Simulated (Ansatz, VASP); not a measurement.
# ScH5 in VASP and in Ansatz

File INCAR:

```
SYSTEM = ScH5
  ALGO = Normal
  EDIFF = 1E-6
  EDIFFG = -0.04
  ENCUT = 600
  GGA = PE
  IBRION = 2
  ISIF = 3
  ISMEAR = 0
  LASPH = .TRUE.
  LCHARG = .FALSE.
  LREAL = .FALSE.
  LWAVE = .FALSE.
  NELM = 100
  NSW = 90
  PREC = Accurate
  SIGMA = 0.1
```

Contents of KPOINTS:

```
k-points
0
G
  6 6 6
  0 0 0
```

POSCAR

```
ScH5
1.0
    3.6277928818      0.0000000000      0.0000000000
    0.0000000000      3.6277928818      0.0000000000
    0.0000000000      0.0000000000      3.6277928818
Sc H
1 5
Direct
    0.5000000000      0.5000000000      0.5000000000
    0.1988491062      0.1988491062      0.1988491062
    0.8011508938      0.8011508938      0.1988491062
    0.8011508938      0.1988491062      0.8011508938
    0.1988491062      0.8011508938      0.8011508938
    0.0000000000      0.0000000000      0.0000000000
```

Input for Ansatz:

```yaml
crystal:
  lattice:
    - [3.6277928818, 0.0, 0.0]
    - [0.0, 3.6277928818, 0.0]
    - [0.0, 0.0, 3.6277928818]
  atoms:
    - { symbol: Sc, position: [0.5, 0.5, 0.5] }
    - { symbol: H, position: [0.1988491062, 0.1988491062, 0.1988491062] }
    - { symbol: H, position: [0.8011508938, 0.8011508938, 0.1988491062] }
    - { symbol: H, position: [0.8011508938, 0.1988491062, 0.8011508938] }
    - { symbol: H, position: [0.1988491062, 0.8011508938, 0.8011508938] }
    - { symbol: H, position: [0.0, 0.0, 0.0] }
basis:
  ecutwfc: 420
kpoints:
  mp_grid: { grid: [6, 6, 6] }
hamiltonian:
  xc: pbe
scf:
  occupations: { method: gaussian, width: 0.1 }
  lower_state_search: "off"
output:
  forces: true
  stress: true
  eigenvalues: true
relax:
  adjacent_minimum: "off"
  f_tol: 0.04
  max_steps: 70
  cell: { stress_tol: 0.4 }
```

Alike in both runs: task relaxation of cell and atoms; functional PBE; k mesh 6 × 6 × 6; occupations gaussian, width 0.1 eV; no spin polarisation.

|  | VASP | Ansatz |
| --- | --- | --- |
| version | VASP 6.6.1 | Ansatz 0.2.0 |
| potentials or method | VASP PAW PBE potentials, release 64 (Sc_sv, H), cutoff 600 eV | scalar-relativistic, plane waves, PAW |
| valence electrons in the cell | 16 | 16 |

```csv
,VASP,Ansatz,Ansatz less VASP
"gap on the k mesh at the Fermi level, each at its own relaxed structure (eV)",1.14,1.16,+0.012
relaxed volume (Å³/atom),7.97,7.96,-0.010
relaxed cell length with the largest relative difference (Å),3.629,3.628,-0.0015
```
